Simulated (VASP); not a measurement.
# Au (Im-3m) in VASP: notebook

The runs below take Au through single point, with PBE0, LDA, PBEsol, PBE.

Everything below comes from runs of VASP 6.6.1. Logs are shortened: lines on timing, memory, paths and dates and some standing lists are left out, and cuts for length are marked.

## Step 1: The cell of the first run

Symmetry: Im-3m, No. 229, cubic system. The conventional cell has a = 3.315 Å, b = 3.315 Å, c = 3.315 Å, α = 90.00°, β = 90.00°, γ = 90.00°. Within 3.8 Å of Au (site symmetry m-3m) lie 14 Au at 2.87 to 3.31 Å.

## Step 2: Single point, PBE0

POSCAR reads:

```
Au
1.0
   -1.6572690000      1.6572690000      1.6572690000
    1.6572690000     -1.6572690000      1.6572690000
    1.6572690000      1.6572690000     -1.6572690000
Au
1
Direct
    0.0000000000      0.0000000000      0.0000000000
```

INCAR.step1 reads:

```
SYSTEM = Au
PREC = Accurate
ENCUT = 520
EDIFF = 1E-5
ISMEAR = 0
SIGMA = 0.05
LREAL = .False.
LASPH = .True.
NELM = 100
ALGO = Normal
ISIF = 2
LWAVE = .True.
GGA = PE
NBANDS = 12
```

INCAR.step2 reads:

```
SYSTEM = Au
PREC = Accurate
ENCUT = 520
EDIFF = 1E-6
ISMEAR = 0
SIGMA = 0.05
LREAL = .False.
LASPH = .True.
NELM = 100
ALGO = Normal
ISIF = 2
LWAVE = .False.
LCHARG = .True.
GGA = PE
LHFCALC = .True.
AEXX = 0.25
PRECFOCK = Normal
LELF = .True.
LVHAR = .True.
ISTART = 1
NBANDS = 12
```

KPOINTS reads:

```
Automatic mesh
0
Gamma
  6 6 6
  0 0 0
```

Potentials or basis: VASP PAW PBE potentials, release 64 (Au).

Run with:

```bash
$ cat potpaw_PBE.64/Au/POTCAR > POTCAR
$ cp INCAR.step1 INCAR
$ mpirun -np 1 vasp_std > vasp.out
$ cp INCAR.step2 INCAR
$ mpirun -np 1 vasp_std > vasp.out
```

OUTCAR:

```text
SYSTEM = Au
   PREC = Accurate
   ENCUT = 520
   EDIFF = 1E-6
   ISMEAR = 0
   LREAL = .False.
   LASPH = .True.
   NELM = 100
   ISIF = 2
   GGA = PE
   LHFCALC = .True.
   AEXX = 0.25
   PRECFOCK = Normal
   ISTART = 1

 ion  position               nearest neighbor table
   1  0.000  0.000  0.000-

  LATTYP: Found a body centered cubic cell.
 ALAT       =     3.3145380000

  Lattice vectors:

 A1 = (  -1.6572690000,   1.6572690000,   1.6572690000)
 A2 = (   1.6572690000,  -1.6572690000,   1.6572690000)
 A3 = (   1.6572690000,   1.6572690000,  -1.6572690000)

Analysis of symmetry for initial positions (statically):
=====================================================================
 Subroutine PRICEL returns:
 Original cell was already a primitive cell.

 Routine SETGRP: Setting up the symmetry group for a
 body centered cubic supercell.

 Subroutine GETGRP returns: Found 48 space group operations
 (whereof 48 operations were pure point group operations)
 out of a pool of 48 trial point group operations.

The static configuration has the point symmetry O_h .

Analysis of symmetry for dynamics (positions and initial velocities):
=====================================================================
 Subroutine PRICEL returns:
 Original cell was already a primitive cell.

 Routine SETGRP: Setting up the symmetry group for a
 body centered cubic supercell.

 Subroutine GETGRP returns: Found 48 space group operations
 (whereof 48 operations were pure point group operations)
 out of a pool of 48 trial point group operations.

The dynamic configuration has the point symmetry O_h .

 Subroutine INISYM returns: Found 48 space group operations
 (whereof 48 operations are pure point group operations),
 and found     1 'primitive' translations

----------------------------------------------------------------------------------------

                                     Primitive cell

  volume of cell :      18.2070

  direct lattice vectors                    reciprocal lattice vectors
    -1.657269000  1.657269000  1.657269000     0.000000000  0.301701172  0.301701172
     1.657269000 -1.657269000  1.657269000     0.301701172  0.000000000  0.301701172
     1.657269000  1.657269000 -1.657269000     0.301701172  0.301701172  0.000000000

  length of vectors
     2.870474110  2.870474110  2.870474110     0.426669890  0.426669890  0.426669890

  position of ions in fractional coordinates (direct lattice)
     0.000000000  0.000000000  0.000000000

  ion indices of the primitive-cell ions
   primitive index   ion index
                 1           1

----------------------------------------------------------------------------------------

 KPOINTS: Automatic mesh

Automatic generation of k-mesh.
 Grid dimensions read from file:
 generate k-points for:    6    6    6

 Generating k-lattice:

  Cartesian coordinates                     Fractional coordinates (reciprocal lattice)
     0.000000000  0.050283529  0.050283529     0.166666667  0.000000000  0.000000000
     0.050283529  0.000000000  0.050283529     0.000000000  0.166666667  0.000000000
     0.050283529  0.050283529  0.000000000     0.000000000  0.000000000  0.166666667

  Length of vectors
     0.071111648  0.071111648  0.071111648

  Shift w.r.t. Gamma in fractional coordinates (k-lattice)
     0.000000000  0.000000000  0.000000000

 Subroutine IBZKPT returns following result:
 ===========================================

 Found     16 irreducible k-points:

 Following reciprocal coordinates:
            Coordinates               Weight
  0.000000  0.000000  0.000000      1.000000
  0.166667  0.000000  0.000000     12.000000
  0.333333  0.000000  0.000000     12.000000
  0.500000  0.000000  0.000000      6.000000
  0.166667  0.166667  0.000000     24.000000
  0.333333  0.166667  0.000000     48.000000
[... 8 lines left out ...]
  0.500000  0.500000  0.333333     12.000000
  0.500000  0.500000  0.500000      1.000000
   k-points           NKPTS =     16   k-points in BZ     NKDIM =    216   number of bands    NBANDS=     12
   number of dos      NEDOS =    301   number of ions     NIONS =      1
   total plane-waves  NPLWV =  13824
   dimension x,y,z NGX =    24 NGY =   24 NGZ =   24
   dimension x,y,z NGXF=    48 NGYF=   48 NGZF=   48
   ions per type =               1
   NGX,Y,Z   is equivalent  to a cutoff of  13.90, 13.90, 13.90 a.u.
   NGXF,Y,Z  is equivalent  to a cutoff of  27.80, 27.80, 27.80 a.u.
 SYSTEM =  Au
   PREC   = accura    normal or accurate (medium, high low for compatibility)
   ISTART =      1    job   : 0-new  1-cont  2-samecut
   ICHARG =      0    charge: 1-file 2-atom 10-const
   ISPIN  =      1    spin polarized calculation?
   LNONCOLLINEAR =      F non collinear calculations
   LSORBIT =      F    spin-orbit coupling
   LASPH  =      T    aspherical Exc in radial PAW
   ENCUT  =  520.0 eV  38.22 Ry    6.18 a.u.   5.34  5.34  5.34*2*pi/ulx,y,z
   NELM   =    100;   NELMIN=  2; NELMDL=  0     # of ELM steps
   EDIFF  = 0.1E-05   stopping-criterion for ELM
   LREAL  =      F    real-space projection
   EDIFFG = 0.1E-04   stopping-criterion for IOM
   NSW    =      0    number of steps for IOM
   IBRION =     -1    ionic relax: 0-MD 1-quasi-New 2-CG
   NFREE  =      0    steps in history (QN), initial steepest desc. (CG)
   ISIF   =      2    stress and relaxation
   ISYM   =      3    0-nonsym 1-usesym 2-fastsym
   POTIM  = 0.5000    time-step for ionic-motion
   TEBEG  =    0.0;   TEEND  =   0.0 temperature during run
   PSTRESS=    0.0 pullay stress
   NELECT =      11.0000    total number of electrons
   NUPDOWN=      -1.0000    fix difference up-down
   EMIN   =  10.00;   EMAX   =-10.00  energy-range for DOS
   EFERMI =   0.00;   METHOD = LEGACY
   ISMEAR =     0;   SIGMA  =   0.05  broadening in eV -4-tet -1-fermi 0-gaus
   EFERMI_NEDOS =   21; number of points for ismear=-14 and -15
   IALGO  =     38    algorithm
   IMIX   =      1    mixing-type and parameters
     AMIX     =   0.40;   BMIX     =  1.00
     AMIX_MAG =   1.60;   BMIX_MAG =  1.00
  volume/ion in A,a.u.               =      18.21       122.87
  Fermi-wavevector in a.u.,A,eV,Ry     =   1.383968  2.615320 26.060157  1.915367
  Thomas-Fermi vector in A             =   2.508516
   LORBIT       =      0    0 simple, 1 ext, 2 COOP (PROOUT), +10 PAW based schemes
   GGA     = PE    functional components
   LHFCALC =     T    Hartree Fock is set to
   PRECFOCK=normal    Normal, Fast or Accurate (Low or Medium for compatibility)
   ENCUT4O =  -1.0   cutoff for four orbital integrals eV
   NKREDX  =     1    reduce k-point grid by
   NKREDY  =     1    reduce k-point grid by
   NKREDZ  =     1    reduce k-point grid by
   AEXX    =    0.2500 exact exchange contribution
   HFSCREEN=    0.0000 screening length (either q_TF or 0.3 A-1)
   HFSCREENC=   0.0000 screening length for correlation (either q_TF or 0.3 A-1)
   ENCUTFOCK=  -1.0 apply spherical cutoff to Coloumb kernel
   IVDW    =     0    specifies the selected vdW correction
   LEPSILON=     F    determine dielectric tensor
   LRPA    =     F    only Hartree local field effects (RPA)
 non-spin polarized calculation
 Gauss-broadening in eV      SIGMA  =   0.05
  energy-cutoff  :      520.00
  volume of cell :       18.21
 maximum number of plane-waves:       500
 NGX is ok and might be reduce to    24
  NGX = 18; NGY = 18; NGZ = 18

 number of electron      10.9999998 magnetization

 Free energy of the ion-electron system (eV)
  ---------------------------------------------------
  ext. energy  EPLUGINS =         0.00000000
  ---------------------------------------------------
  free energy    TOTEN  =        -3.47123321 eV

  energy without entropy =       -3.46700378  energy(sigma->0) =       -3.46911849

 E-fermi :   8.5930     XC(G=0):  -9.6614

 val. band max:        8.1444347526   @ k =  -0.3333   0.3333   0.3333
 cond. band min:       8.6244024259   @ k =   0.3333   0.1667   0.0000
 fundamental gap:      0.4799676732
 Fermi energy:         8.5930370585

 k-point     1 :       0.0000    0.0000    0.0000
  band No.  band energies     occupation
      1      -2.3854      2.00000
      2       2.1151      2.00000
      3       2.1151      2.00000
      4       2.1151      2.00000
      5       3.8882      2.00000
      6       3.8882      2.00000
      7      26.0866      0.00000
      8      26.0866      0.00000
      9      26.0866      0.00000
     10      33.3311      0.00000
     11      33.3311      0.00000
     12      33.3311      0.00000

 k-point     2 :       0.1667    0.0000    0.0000
  band No.  band energies     occupation
      1      -1.3598      2.00000
      2       1.8341      2.00000
      3       2.1696      2.00000
      4       2.8186      2.00000
      5       3.6485      2.00000
      6       3.9226      2.00000
      7      24.5196      0.00000
      8      25.6706      0.00000
      9      27.2410      0.00000
     10      29.3616      0.00000
     11      30.2213      0.00000
     12      30.2688      0.00000

 k-point     3 :       0.3333    0.0000    0.0000
  band No.  band energies     occupation
      1       0.0012      2.00000
      2       1.3136      2.00000
      3       3.5141      2.00000
      4       3.9358      2.00000
      5       4.0394      2.00000
      6       4.5237      2.00000
      7      17.6600      0.00000
      8      23.0438      0.00000
      9      25.4579      0.00000
     10      29.7549      0.00000
     11      29.9324      0.00000
     12      33.0914      0.00000
[... 166 lines left out ...]
 k-point    15 :       0.5000    0.5000    0.3333
  band No.  band energies     occupation
      1       0.6083      2.00000
      2       0.7861      2.00000
      3       3.7939      2.00000
      4       4.1376      2.00000
      5       5.2833      2.00000
      6      13.3496      0.00000
      7      13.8864      0.00000
      8      17.5126      0.00000
      9      22.4884      0.00000
     10      26.1028      0.00000
     11      26.1092      0.00000
     12      34.7982      0.00000

 k-point    16 :       0.5000    0.5000    0.5000
  band No.  band energies     occupation
      1       0.2017      2.00000
      2       0.2017      2.00000
      3       5.1848      2.00000
      4       5.1848      2.00000
      5       5.1848      2.00000
      6      15.4922      0.00000
      7      15.4922      0.00000
      8      15.4922      0.00000
      9      18.9498      0.00000
     10      24.8172      0.00000
     11      24.8172      0.00000
     12      34.5240      0.00000

------------------------ aborting loop because EDIFF is reached ----------------------------------------

  FORCE on cell =-STRESS in cart. coord.  units (eV):
  Direction    XX          YY          ZZ          XY          YZ          ZX
  --------------------------------------------------------------------------------------
  -------------------------------------------------------------------------------------
  Total       -0.4938166     -0.4938166     -0.4938166      0.0000000      0.0000000     -0.0000000
  in kB      -43.4547490    -43.4547490    -43.4547490      0.0000000      0.0000000     -0.0000000
  external PRESSURE =     -43.4547490 kB  Pullay stress =       0.0000000 kB

 VOLUME and BASIS-vectors are now :
 -----------------------------------------------------------------------------
  energy-cutoff  :      520.00
  volume of cell :       18.21
      direct lattice vectors                 reciprocal lattice vectors
    -1.657269000  1.657269000  1.657269000     0.000000000  0.301701172  0.301701172
     1.657269000 -1.657269000  1.657269000     0.301701172  0.000000000  0.301701172
     1.657269000  1.657269000 -1.657269000     0.301701172  0.301701172  0.000000000

 POSITION                                       TOTAL-FORCE (eV/Angst)
 -----------------------------------------------------------------------------------
      0.00000      0.00000      0.00000         0.000000     -0.000000      0.000000
 -----------------------------------------------------------------------------------
    total drift:                               -0.000000     -0.000000     -0.000000

  FREE ENERGIE OF THE ION-ELECTRON SYSTEM (eV)
  ---------------------------------------------------
  free  energy   TOTEN  =        -3.4712332056 eV

  energy  without entropy=       -3.4670037801  energy(sigma->0) =       -3.46911849
```

Wall time 19 min (1 thread of Intel Xeon Platinum 8375C at 2.90GHz (Ice Lake), shared host); peak memory 0.16 GiB.

What came out:

```
Free energy : -3.4712 eV
Pressure    : -4.3 GPa
```

Caveat: the k points lie up to 0.45 Å⁻¹ apart; the PAW data sets were made with another functional, which shifts forces and pressure a little; spin-orbit coupling is left out, which moves the levels of the heavy elements.

## Step 3: Single point, LDA

This run uses another cell than the first one, of 16.64 Å³/atom, 0.914 times its volume.

INCAR reads:

```
PREC     = Accurate       # precision mode
ENCUT    = 520            # plane-wave cutoff, eV
EDIFF    = 1E-6           # SCF threshold, eV
ISMEAR   = -1             # smearing method
SIGMA    = 0.05           # smearing width, eV
LREAL    = F              # projectors in reciprocal space
LASPH    = T              # aspherical terms in the spheres
NELM     = 60             # most SCF steps
ALGO     = Fast           # electronic algorithm
ISIF     = 2              # what is computed and relaxed
LWAVE    = F              # write WAVECAR
LCHARG   = T              # write CHGCAR
GGA      = CA             # functional
LELF     = T              # ELF
LVHAR    = T            
NBANDS   = 12             # bands
```

KPOINTS reads:

```
Automatic mesh
0
Gamma
  11 11 11
```

POSCAR reads:

```
Au
1.0
   -1.6082417595      1.6082417595      1.6082417595
    1.6082417595     -1.6082417595      1.6082417595
    1.6082417595      1.6082417595     -1.6082417595
Au
1
Direct
    0.0000000000      0.0000000000      0.0000000000
```

Potentials or basis: VASP PAW LDA potentials, release 64 (Au).

Run with:

```bash
$ cat potpaw_LDA.64/Au/POTCAR > POTCAR
$ mpirun -np 1 vasp_std > vasp.out
```

Wall time 4 s (1 thread of Intel Xeon 6975P-C (Granite Rapids), shared host); peak memory 0.13 GiB.

It converged, with:

* Free energy: -4.4164 eV
* Pressure: 0.6 GPa

Levels at points of the mesh, in eV from the Fermi level:
```
           k point  band 2  band 3  band 4  band 5  band 6  band 7  band 8  band 9  band 10  band 11
(0.00, 0.00, 0.00)   -4.86   -4.86   -4.86   -2.82   -2.82   16.63   16.63   16.63    24.83    24.83
```

Caveat: spin-orbit coupling is left out, which moves the levels of the heavy elements.

## Step 4: Single point, PBEsol

This run uses another cell than the first one, of 17.08 Å³/atom, 0.938 times its volume.

INCAR reads:

```
SYSTEM = Au
PREC = Accurate
ENCUT = 520
EDIFF = 1E-6
ISMEAR = -1
SIGMA = 0.05
LREAL = .False.
LASPH = .True.
NELM = 100
ALGO = Fast
ISIF = 2
LWAVE = .False.
LCHARG = .False.
GGA = PS
NBANDS = 12
```

KPOINTS reads:

```
Automatic mesh
0
Gamma
  11 11 11
  0 0 0
```

POSCAR reads:

```
Au
1.0
   -1.6225001913      1.6225001913      1.6225001913
    1.6225001913     -1.6225001913      1.6225001913
    1.6225001913      1.6225001913     -1.6225001913
Au
1
Direct
    0.0000000000      0.0000000000      0.0000000000
```

Potentials or basis: VASP PAW PBE potentials, release 64 (Au).

Run with:

```bash
$ cat potpaw_PBE.64/Au/POTCAR > POTCAR
$ mpirun -np 1 vasp_std > vasp.out
```

It took 4.3 s on 1 thread of Intel Xeon 6975P-C (Granite Rapids), shared host; peak memory 0.14 GiB.

It converged, with:

* Free energy: -3.8959 eV
* Pressure: -0.2 GPa

Levels at points of the mesh, in eV from the Fermi level:
```tsv
k point	band 2	band 3	band 4	band 5	band 6	band 7	band 8	band 9	band 10	band 11
(0.00, 0.00, 0.00)	-4.68	-4.68	-4.68	-2.74	-2.74	16.65	16.65	16.65	24.43	24.43
```

Caveat: the PAW data sets were made with another functional, which shifts forces and pressure a little; spin-orbit coupling is left out, which moves the levels of the heavy elements.

## Step 5: Single point, PBE

This run uses another cell than the first one, of 18.09 Å³/atom, 0.993 times its volume.

INCAR reads:

```
SYSTEM = Au
ALGO = Fast ; EDIFF = 1E-7
ENCUT = 520 ; GGA = PE
ISIF = 2 ; ISMEAR = -1
LASPH = .TRUE. ; LCHARG = .FALSE.
LREAL = .FALSE. ; LWAVE = .FALSE.
NBANDS = 12 ; NELM = 60
PREC = Accurate ; SIGMA = 0.05
```

KPOINTS reads:

```
k-points
0
G
  11 11 11
  0 0 0
```

POSCAR reads:

```
Au
1.0
   -1.6535721024      1.6535721024      1.6535721024
    1.6535721024     -1.6535721024      1.6535721024
    1.6535721024      1.6535721024     -1.6535721024
Au
1
Direct
    0.0000000000      0.0000000000      0.0000000000
```

Run with:

```bash
$ cat potpaw_PBE.64/Au/POTCAR > POTCAR
$ mpirun -np 1 vasp_std > vasp.out
```

It took 5.4 s on 1 thread of Intel Xeon 6975P-C (Granite Rapids), shared host; peak memory 0.14 GiB.

Results (log left out):

| Property | Result |
| --- | --- |
| Free energy | -3.1970 eV |
| Pressure | -0.2 GPa |

Levels at points of the mesh, in eV from the Fermi level:
```
           k point  band 2  band 3  band 4  band 5  band 6  band 7  band 8  band 9  band 10  band 11
(0.00, 0.00, 0.00)   -4.43   -4.43   -4.43   -2.67   -2.67   16.62   16.62   16.62    23.39    23.39
```

Caveat: spin-orbit coupling is left out, which moves the levels of the heavy elements.

## Step 6: Summary

| level | potentials or basis | cell | k mesh | smearing | grid for exact exchange (PRECFOCK) | gap on the mesh (eV) | pressure (GPa) |
| --- | --- | --- | --- | --- | --- | --- | --- |
| PBE0 | VASP PAW PBE potentials, release 64 (Au) | a = 2.870 Å, angles 109.5°, 1 atom | 6 × 6 × 6 | gaussian 0.05 eV | Normal | none | -4.3 |
| LDA | VASP PAW LDA potentials, release 64 (Au) | a = 2.786 Å, angles 109.5°, 1 atom | 11 × 11 × 11 | fermi-dirac 0.05 eV | - | none | 0.6 |
| PBEsol | VASP PAW PBE potentials, release 64 (Au) | a = 2.810 Å, angles 109.5°, 1 atom | 11 × 11 × 11 | fermi-dirac 0.05 eV | - | none | -0.2 |
| PBE | VASP PAW PBE potentials, release 64 (Au) | a = 2.864 Å, angles 109.5°, 1 atom | 11 × 11 × 11 | fermi-dirac 0.05 eV | - | none | -0.2 |

Alike in all rows: task single point; no spin polarisation; cutoff (eV) 520.

Caveats: some runs use coarse meshes; spin-orbit coupling is left out, which moves the levels of the heavy elements; the PAW data sets were made with another functional, which shifts forces and pressure a little (some runs).

Total energies depend on the potentials used, so only differences within one code and one set of settings carry meaning.
